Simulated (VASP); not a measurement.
# WC (Qusongite) (P-6m2) in VASP: notebook

The runs below take WC (Qusongite) through single point, with PBE-based screened hybrid, r2SCAN, PBE, PBEsol.

Everything below comes from runs of VASP 6.6.1. Logs are shortened: lines on timing, memory, paths and dates and some standing lists are left out, and cuts for length are marked.

**1. The cell of the first run**

It takes space group P-6m2 (No. 187, hexagonal). The conventional cell has a = 2.907 Å, b = 2.907 Å, c = 2.837 Å, α = 90.00°, β = 90.00°, γ = 120.00°. Within 2.9 Å of W (site symmetry -6m2) lie 6 C at 2.20 Å and 2 W at 2.84 Å. Within 2.9 Å of C (site symmetry -6m2) lie 6 W at 2.20 Å and 2 C at 2.84 Å.

**2. Single point, PBE-based screened hybrid**

POSCAR

```
WC
1.0
    2.9065000000      0.0000000000      0.0000000000
   -1.4532500000      2.5171028361      0.0000000000
    0.0000000000      0.0000000000      2.8366000000
W C
1 1
Direct
    0.0000000000      0.0000000000      0.0000000000
    0.6666666667      0.3333333333      0.5000000000
```

INCAR.step1

```
ALGO = Normal
EDIFF = 1E-5
ENCUT = 520
GGA = PE
ISIF = 2
ISMEAR = -1
LASPH = True
LCHARG = False
LREAL = False
LWAVE = True
NBANDS = 16
NELM = 60
PREC = Accurate
SIGMA = 0.05
```

INCAR.step2

```
AEXX = 0.1
ALGO = Normal
EDIFF = 1E-6
ENCUT = 520
GGA = PE
HFSCREEN = 0.2078699
ISIF = 2
ISMEAR = -1
ISTART = 1
LASPH = True
LCHARG = False
LHFCALC = True
LREAL = False
LWAVE = False
NBANDS = 16
NELM = 60
PREC = Accurate
PRECFOCK = Normal
SIGMA = 0.05
```

KPOINTS

```
k-points
0
Gamma
  6 6 5
```

Potentials or basis: VASP PAW PBE potentials, release 64 (W_sv, C).

Launch:

```bash
cat potpaw_PBE.64/W_sv/POTCAR potpaw_PBE.64/C/POTCAR > POTCAR
cp INCAR.step1 INCAR
mpirun -np 1 vasp_std > vasp.out
cp INCAR.step2 INCAR
mpirun -np 1 vasp_std > vasp.out
```

OUTCAR:

```text
AEXX = 0.1
   EDIFF = 1E-6
   ENCUT = 520
   GGA = PE
   HFSCREEN = 0.2078699
   ISIF = 2
   ISMEAR = -1
   ISTART = 1
   LASPH = True
   LHFCALC = True
   LREAL = False
   NELM = 60
   PREC = Accurate
   PRECFOCK = Normal

 ion  position               nearest neighbor table
   1  0.000  0.000  0.000-   2 2.20   2 2.20   2 2.20   2 2.20   2 2.20   2 2.20
   2  0.667  0.333  0.500-   1 2.20   1 2.20   1 2.20   1 2.20   1 2.20   1 2.20

  LATTYP: Found a hexagonal cell.
 ALAT       =     2.9065000000
 C/A-ratio  =     0.9759504559

  Lattice vectors:

 A1 = (   2.9065000000,   0.0000000000,   0.0000000000)
 A2 = (  -1.4532500000,   2.5171028361,   0.0000000000)
 A3 = (   0.0000000000,   0.0000000000,   2.8366000000)

Analysis of symmetry for initial positions (statically):
=====================================================================
 Subroutine PRICEL returns:
 Original cell was already a primitive cell.

 Routine SETGRP: Setting up the symmetry group for a
 hexagonal supercell.

 Subroutine GETGRP returns: Found 12 space group operations
 (whereof 12 operations were pure point group operations)
 out of a pool of 24 trial point group operations.

The static configuration has the point symmetry D_3h.

Analysis of symmetry for dynamics (positions and initial velocities):
=====================================================================
 Subroutine PRICEL returns:
 Original cell was already a primitive cell.

 Routine SETGRP: Setting up the symmetry group for a
 hexagonal supercell.

 Subroutine GETGRP returns: Found 12 space group operations
 (whereof 12 operations were pure point group operations)
 out of a pool of 24 trial point group operations.

The dynamic configuration has the point symmetry D_3h.

 Subroutine INISYM returns: Found 12 space group operations
 (whereof 12 operations are pure point group operations),
 and found     1 'primitive' translations

----------------------------------------------------------------------------------------

                                     Primitive cell

  volume of cell :      20.7525

  direct lattice vectors                    reciprocal lattice vectors
     2.906500000  0.000000000  0.000000000     0.344056425  0.198641070  0.000000000
    -1.453250000  2.517102836  0.000000000     0.000000000  0.397282139  0.000000000
     0.000000000  0.000000000  2.836600000     0.000000000  0.000000000  0.352534725

  length of vectors
     2.906500000  2.906500000  2.836600000     0.397282139  0.397282139  0.352534725

  position of ions in fractional coordinates (direct lattice)
     0.000000000  0.000000000  0.000000000
     0.666666667  0.333333333  0.500000000

  ion indices of the primitive-cell ions
   primitive index   ion index
                 1           1
                 2           2

----------------------------------------------------------------------------------------

 KPOINTS: k-points

Automatic generation of k-mesh.
 Grid dimensions read from file:
 generate k-points for:    6    6    5

 Generating k-lattice:

  Cartesian coordinates                     Fractional coordinates (reciprocal lattice)
     0.057342738  0.033106845  0.000000000     0.166666667  0.000000000  0.000000000
     0.000000000  0.066213690  0.000000000     0.000000000  0.166666667  0.000000000
     0.000000000  0.000000000  0.070506945     0.000000000  0.000000000  0.200000000

  Length of vectors
     0.066213690  0.066213690  0.070506945

  Shift w.r.t. Gamma in fractional coordinates (k-lattice)
     0.000000000  0.000000000  0.000000000

 Subroutine IBZKPT returns following result:
 ===========================================

 Found     21 irreducible k-points:

 Following reciprocal coordinates:
            Coordinates               Weight
  0.000000  0.000000  0.000000      1.000000
  0.166667  0.000000  0.000000      6.000000
  0.333333  0.000000  0.000000      6.000000
  0.500000  0.000000  0.000000      3.000000
  0.166667  0.166667  0.000000      6.000000
  0.333333  0.166667  0.000000     12.000000
[... 13 lines left out ...]
  0.333333  0.166667  0.400000     24.000000
  0.333333  0.333333  0.400000      4.000000
   k-points           NKPTS =     21   k-points in BZ     NKDIM =    180   number of bands    NBANDS=     16
   number of dos      NEDOS =    301   number of ions     NIONS =      2
   total plane-waves  NPLWV =  13824
   dimension x,y,z NGX =    24 NGY =   24 NGZ =   24
   dimension x,y,z NGXF=    48 NGYF=   48 NGZF=   48
   ions per type =               1   1
   NGX,Y,Z   is equivalent  to a cutoff of  13.73, 13.73, 14.07 a.u.
   NGXF,Y,Z  is equivalent  to a cutoff of  27.46, 27.46, 28.13 a.u.
 SYSTEM =  unknown system
   PREC   = accura    normal or accurate (medium, high low for compatibility)
   ISTART =      1    job   : 0-new  1-cont  2-samecut
   ICHARG =      0    charge: 1-file 2-atom 10-const
   ISPIN  =      1    spin polarized calculation?
[... 64 lines left out ...]
 cond. band min:      11.3612312399   @ k =   0.1667   0.0000   0.4000
 fundamental gap:      0.3194448589
 Fermi energy:        11.2806484278

 k-point     1 :       0.0000    0.0000    0.0000
  band No.  band energies     occupation
      1     -64.6842      2.00000
      2     -28.0726      2.00000
      3     -27.9449      2.00000
      4     -27.9449      2.00000
      5      -4.1913      2.00000
      6       6.4181      2.00000
[... 8 lines left out ...]
     15      25.7888      0.00000
     16      28.1749      0.00000

 k-point     2 :       0.1667    0.0000    0.0000
  band No.  band energies     occupation
      1     -64.6685      2.00000
      2     -28.1715      2.00000
      3     -28.0420      2.00000
      4     -27.9966      2.00000
      5      -3.4679      2.00000
      6       6.0275      2.00000
[... 8 lines left out ...]
     15      25.1056      0.00000
     16      29.6563      0.00000

 k-point     3 :       0.3333    0.0000    0.0000
  band No.  band energies     occupation
      1     -64.6373      2.00000
      2     -28.6037      2.00000
      3     -28.0984      2.00000
      4     -27.9809      2.00000
      5      -1.7981      2.00000
      6       4.3438      2.00000
[... 8 lines left out ...]
     15      26.4352      0.00000
     16      28.1672      0.00000

 k-point     4 :       0.5000    0.0000    0.0000
  band No.  band energies     occupation
      1     -64.6216      2.00000
      2     -28.8103      2.00000
      3     -28.1486      2.00000
      4     -27.9503      2.00000
      5      -0.7207      2.00000
      6       3.5485      2.00000
[... 8 lines left out ...]
     15      24.3049      0.00000
     16      29.6965      0.00000

 k-point     5 :       0.1667    0.1667    0.0000
  band No.  band energies     occupation
      1     -64.6451      2.00000
      2     -28.4568      2.00000
      3     -28.1170      2.00000
      4     -27.9962      2.00000
      5      -2.2413      2.00000
      6       4.8507      2.00000
[... 8 lines left out ...]
     15      25.8200      0.00000
     16      29.3139      0.00000

 k-point     6 :       0.3333    0.1667    0.0000
  band No.  band energies     occupation
      1     -64.6216      2.00000
      2     -28.7033      2.00000
      3     -28.2650      2.00000
      4     -27.9504      2.00000
      5      -0.6658      2.00000
      6       3.8793      2.00000
[... 8 lines left out ...]
     15      26.2595      0.00000
     16      28.5721      0.00000
[... 210 lines left out ...]
 k-point    18 :       0.5000    0.0000    0.4000
  band No.  band energies     occupation
      1     -64.5833      2.00000
      2     -28.7020      2.00000
      3     -28.6087      2.00000
      4     -28.0678      2.00000
      5      -0.8355      2.00000
      6       3.9129      2.00000
[... 8 lines left out ...]
     15      24.7940      0.00000
     16      26.9892      0.00000

 k-point    19 :       0.1667    0.1667    0.4000
  band No.  band energies     occupation
      1     -64.6064      2.00000
      2     -28.6759      2.00000
      3     -28.3634      2.00000
      4     -28.0407      2.00000
      5      -0.7168      2.00000
      6       4.2614      2.00000
[... 8 lines left out ...]
     15      26.1953      0.00000
     16      27.1780      0.00000

 k-point    20 :       0.3333    0.1667    0.4000
  band No.  band energies     occupation
      1     -64.5832      2.00000
      2     -28.6106      2.00000
      3     -28.5971      2.00000
      4     -28.1794      2.00000
      5      -0.6894      2.00000
      6       4.2943      2.00000
[... 8 lines left out ...]
     15      24.7612      0.00000
     16      25.7076      0.00000

 k-point    21 :       0.3333    0.3333    0.4000
  band No.  band energies     occupation
      1     -64.5755      2.00000
      2     -28.5866      2.00000
      3     -28.4791      2.00000
      4     -28.4292      2.00000
      5      -0.5083      2.00000
      6       3.6033      2.00000
[... 8 lines left out ...]
     15      23.8775      0.00000
     16      25.4723      0.00000

------------------------ aborting loop because EDIFF is reached ----------------------------------------

  FORCE on cell =-STRESS in cart. coord.  units (eV):
  Direction    XX          YY          ZZ          XY          YZ          ZX
  --------------------------------------------------------------------------------------
  -------------------------------------------------------------------------------------
  Total        0.5226917      0.5226917      0.0569812      0.0000000      0.0000000      0.0000000
  in kB       40.3540232     40.3540232      4.3991924      0.0000000      0.0000000      0.0000000
  external PRESSURE =      28.3690796 kB  Pullay stress =       0.0000000 kB

 VOLUME and BASIS-vectors are now :
 -----------------------------------------------------------------------------
  energy-cutoff  :      520.00
  volume of cell :       20.75
      direct lattice vectors                 reciprocal lattice vectors
     2.906500000  0.000000000  0.000000000     0.344056425  0.198641070  0.000000000
    -1.453250000  2.517102836  0.000000000     0.000000000  0.397282139  0.000000000
     0.000000000  0.000000000  2.836600000     0.000000000  0.000000000  0.352534725

 POSITION                                       TOTAL-FORCE (eV/Angst)
 -----------------------------------------------------------------------------------
      0.00000      0.00000      0.00000        -0.000000      0.000000      0.000000
      1.45325      0.83903      1.41830         0.000000      0.000000      0.000000
 -----------------------------------------------------------------------------------
    total drift:                               -0.000000      0.000000     -0.000000

  FREE ENERGIE OF THE ION-ELECTRON SYSTEM (eV)
  ---------------------------------------------------
  free  energy   TOTEN  =       -23.8342516935 eV

  energy  without entropy=      -23.8310795931  energy(sigma->0) =      -23.83266564
```

Run time: 34 min. Hardware: 1 thread of AMD EPYC 7R43 (Zen 3), shared host; peak memory 0.22 GiB.

What came out:

```
Free energy            : -23.8343 eV
Pressure               : 2.8 GPa
Band gap on the k mesh : zero (band 9 reaches 11.75 eV, above the bottom of band 10 at 10.58 eV)
```

Caveat: the k points lie up to 0.44 Å⁻¹ apart; the PAW data sets were made with another functional, which shifts forces and pressure a little; spin-orbit coupling is left out, which moves the levels of the heavy elements.

**3. Single point, r2SCAN**

POSCAR is that of step 2.

INCAR.step1

```
ALGO = Normal
EDIFF = 1E-5
ENCUT = 910
GGA = PE
GGA_COMPAT = False
ISMEAR = -1
LASPH = True
LCHARG = False
LREAL = False
LWAVE = True
NBANDS = 16
NELM = 120
PREC = Accurate
SIGMA = 0.05
```

INCAR.step2

```
ALGO = Normal
EDIFF = 1E-6
ENCUT = 910
GGA_COMPAT = False
ISIF = 2
ISMEAR = -1
ISTART = 1
LASPH = True
LCHARG = False
LMIXTAU = True
LREAL = False
LWAVE = False
METAGGA = R2SCAN
NBANDS = 16
NELM = 120
PREC = Accurate
SIGMA = 0.05
```

KPOINTS

```
k-points
0
Gamma
  10 10 9
```

Potentials or basis: VASP PAW PBE potentials, release 64 (W_sv, C_h).

Launch:

```bash
cat potpaw_PBE.64/W_sv/POTCAR potpaw_PBE.64/C_h/POTCAR > POTCAR
cp INCAR.step1 INCAR
mpirun -np 1 vasp_std > vasp.out
cp INCAR.step2 INCAR
mpirun -np 1 vasp_std > vasp.out
```

Run time: 89 s. Hardware: 1 thread of Intel Xeon 6975P-C (Granite Rapids), shared host; peak memory 0.21 GiB.

Results (log left out):

```
Free energy            : -61.6265 eV
Pressure               : 3.3 GPa
Band gap on the k mesh : zero (band 9 reaches 11.99 eV, above the bottom of band 10 at 10.77 eV)
```

Stress tensor (GPa, compression positive):
```
3.84 0.00 0.00
0.00 3.84 0.00
0.00 0.00 2.09
```

Levels at points of the mesh, in eV from the Fermi level:
```
           k point  band 6  band 7  band 8  band 9  band 10  band 11  band 12  band 13
(0.00, 0.00, 0.00)   -4.52   -3.51   -3.51    0.06     3.39     3.39     5.93     5.93
(0.50, 0.00, 0.00)   -7.36   -3.79   -3.72   -0.54     2.47     4.72     5.09     7.25
```

Caveat: the cutoff is under 1.25 times the usual one of these potentials, so pressure, stress and relaxed cells hold a basis-set (Pulay) error; the PAW data sets were made with another functional, which shifts forces and pressure a little; spin-orbit coupling is left out, which moves the levels of the heavy elements.

**4. Single point, PBE**

INCAR

```
SYSTEM = WC
PREC = Accurate
ENCUT = 520
EDIFF = 1E-6
ISMEAR = -1
SIGMA = 0.05
LREAL = .FALSE.
LASPH = .TRUE.
NELM = 100
ALGO = Normal
ISIF = 2
LWAVE = .FALSE.
LCHARG = .FALSE.
GGA = PE
NBANDS = 16
```

KPOINTS

```
Automatic mesh
0
G
  6 6 5
  0 0 0
```

POSCAR is that of step 3.

Potentials or basis: VASP PAW PBE potentials, release 64 (W_sv, C).

Launch:

```bash
cat potpaw_PBE.64/W_sv/POTCAR potpaw_PBE.64/C/POTCAR > POTCAR
mpirun -np 1 vasp_std > vasp.out
```

Run time: 7.3 s. Hardware: 1 thread of Intel Xeon 8259CL, shared host; peak memory 0.14 GiB.

The run converged. Its results:

```yaml
Free_energy: -22.4370 eV
Pressure: 6.9 GPa
Band_gap_on_the_k_mesh: zero (band 9 reaches 11.69 eV, above the bottom of band 10 at 10.65 eV)
```

Stress tensor (GPa, compression positive):
```
7.91 0.00 0.00
0.00 7.91 0.00
0.00 0.00 4.79
```

Levels at points of the mesh, in eV from the Fermi level:
```csv
k point,band 6,band 7,band 8,band 9,band 10,band 11,band 12,band 13
"(0.00, 0.00, 0.00)",-4.55,-3.56,-3.56,-0.14,2.99,2.99,5.39,5.39
"(0.50, 0.00, 0.00)",-7.27,-3.85,-3.81,-0.70,2.10,4.30,4.65,6.62
```

Caveat: the k points lie up to 0.44 Å⁻¹ apart; spin-orbit coupling is left out, which moves the levels of the heavy elements.

**5. Single point, PBEsol**

This run uses another cell than the first one, of 9.65 Å³/atom, 0.930 times its volume.

INCAR

```
PREC = Accurate
ENCUT = 520
EDIFF = 1E-7
ISMEAR = -1
SIGMA = 0.05
LREAL = False
LASPH = True
NELM = 60
ALGO = Normal
ISIF = 2
LWAVE = False
LCHARG = False
GGA = PS
NBANDS = 16
```

KPOINTS

```
regular mesh
0
Gamma
  10 10 9
```

POSCAR

```
WC
1.0
    2.8328809394      0.0000000000      0.0000000000
   -1.4164404697      2.4533468594      0.0000000000
    0.0000000000      0.0000000000      2.7765674163
W C
1 1
Direct
    0.0000000000      0.0000000000      0.0000000000
    0.6666666667      0.3333333333      0.5000000000
```

Launch:

```bash
cat potpaw_PBE.64/W_sv/POTCAR potpaw_PBE.64/C/POTCAR > POTCAR
mpirun -np 1 vasp_std > vasp.out
```

Run time: 17 s. Hardware: 1 thread of Intel Xeon 8259CL, shared host; peak memory 0.16 GiB.

Results (log left out):

```
Free energy            : -23.7789 eV
Pressure               : 31.7 GPa
Band gap on the k mesh : zero (band 9 reaches 12.66 eV, above the bottom of band 10 at 11.36 eV)
```

Stress tensor (GPa, compression positive):
```
31.61  0.00  0.00
 0.00 31.61  0.00
 0.00  0.00 32.03
```

Levels at points of the mesh, in eV from the Fermi level:
| k point | band 6 | band 7 | band 8 | band 9 | band 10 | band 11 | band 12 | band 13 |
| --- | --- | --- | --- | --- | --- | --- | --- | --- |
| (0.00, 0.00, 0.00) | -4.75 | -3.59 | -3.59 | 0.11 | 3.59 | 3.59 | 6.07 | 6.07 |
| (0.50, 0.00, 0.00) | -7.34 | -3.98 | -3.92 | -0.42 | 2.57 | 5.05 | 5.49 | 7.31 |

Caveat: the PAW data sets were made with another functional, which shifts forces and pressure a little; spin-orbit coupling is left out, which moves the levels of the heavy elements.

**6. Overview**

```csv
level,potentials or basis,cell,k mesh,cutoff (eV),grid for exact exchange (PRECFOCK),share of exact exchange,screening parameter,second run,gap on the mesh (eV),pressure (GPa)
PBE-based screened hybrid,"VASP PAW PBE potentials, release 64 (W_sv, C)","a = 2.906, b = 2.907, c = 2.837 Å, angles 90.0, 90.0, 120.0°, 2 atoms",6 × 6 × 5,520,Normal,0.1,0.20787 1/Å,-,none,2.8
r2SCAN,"VASP PAW PBE potentials, release 64 (W_sv, C_h)","a = 2.906, b = 2.907, c = 2.837 Å, angles 90.0, 90.0, 120.0°, 2 atoms",10 × 10 × 9,910,-,-,-,hard_potentials,none,3.3
PBE,"VASP PAW PBE potentials, release 64 (W_sv, C)","a = 2.906, b = 2.907, c = 2.837 Å, angles 90.0, 90.0, 120.0°, 2 atoms",6 × 6 × 5,520,-,-,-,-,none,6.9
PBEsol,"VASP PAW PBE potentials, release 64 (W_sv, C)","a = 2.833, b = 2.833, c = 2.777 Å, angles 90.0, 90.0, 120.0°, 2 atoms",10 × 10 × 9,520,-,-,-,-,none,31.7
```

Alike in all rows: task single point; no spin polarisation; smearing fermi-dirac 0.05 eV.

Caveats: some runs use coarse meshes; spin-orbit coupling is left out, which moves the levels of the heavy elements; the PAW data sets were made with another functional, which shifts forces and pressure a little (some runs); the cutoff is under 1.25 times the usual one of these potentials, so pressure, stress and relaxed cells hold a basis-set (Pulay) error (some runs).

Absolute energies hang on the potentials; compare differences alone.
